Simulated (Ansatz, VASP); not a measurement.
## One calculation of TaN, two programs

```
Ta N
1.0
     0.00000    2.20863    2.20863
     2.20863    0.00000    2.20863
     2.20863    2.20863    0.00000
Ta N
1 1
Direct
  0.54245 0.54245 0.45755
  0.00000 0.00000 0.00000
```

Change from the starting cell: all Ta atoms moved +0.188 Å, as atom 1 along Cartesian [0 0 1].

Alike in both runs: task single point; functional PBE; k mesh 24 × 24 × 24; occupations gaussian, width 0.15 eV; no spin polarisation.

```csv
,VASP,Ansatz
version,VASP 6.6.1,Ansatz 0.2.0
potentials or method,"VASP PAW PBE potentials, release 64 (Ta_pv, N), cutoff 520 eV","scalar-relativistic, plane waves, PAW"
valence electrons in the cell,16,18
```

```csv
,VASP,Ansatz,Ansatz less VASP
gap on the k mesh at the Fermi level (eV),none,none,-
pressure (GPa),6.6,5.7,-0.84
"traceless stress, the component that is largest in VASP (GPa)",10.87,10.69,-0.188
rms of the force components (eV/Å),1.002,0.991,-0.0111
```

Atom by atom the forces differ by 0.011 eV/Å (rms over components). A gap of «none» marks a metal or a gap that the smearing closes. VASP's potentials hold 16 valence electrons a cell and Ansatz's 18, so a difference there can come from the potentials and not from the codes.

Neither program's run includes spin-orbit coupling.
